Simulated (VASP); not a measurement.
A run of VASP 6.6.1 is set up as follows.

INCAR

```
PREC = Accurate
ENCUT = 600
EDIFF = 1E-7
ISMEAR = 0
SIGMA = 0.1
LREAL = False
LASPH = True
NELM = 100
ALGO = Fast
ISIF = 3
LWAVE = False
LCHARG = False
GGA = PE
IBRION = 2
NSW = 90
EDIFFG = -0.04
```

File KPOINTS:

```
Automatic mesh
0
Gamma
  4 4 4
```

File POSCAR:

```
Tl3Te2
1.0
    5.8758299800      0.0000000000      0.0000000000
    0.0000000000      5.8758299800      0.0000000000
    0.0000000000      0.0000000000      5.8758299800
Tl Te
3 2
Direct
    0.5000000000      0.0000000000      0.0000000000
    0.0000000000      0.5000000000      0.0000000000
    0.0000000000      0.0000000000      0.5000000000
    0.5000000000      0.5000000000      0.5000000000
    0.0000000000      0.0000000000      0.0000000000
```

Potentials or basis: VASP PAW PBE potentials, release 64 (Tl_d, Te).

Command:

```sh
$ cat potpaw_PBE.64/Tl_d/POTCAR potpaw_PBE.64/Te/POTCAR > POTCAR
$ mpirun -np 1 vasp_std > vasp.out
```

(1) Estimate the space group after relaxing (to 0.1 Å).

(2) Predict the relaxed cell.

## Answers

(1) Pm-3m (No. 221).

(2) a = 6.043 Å, b = 6.043 Å, c = 6.043 Å, α = 90.00°, β = 90.00°, γ = 90.00°.
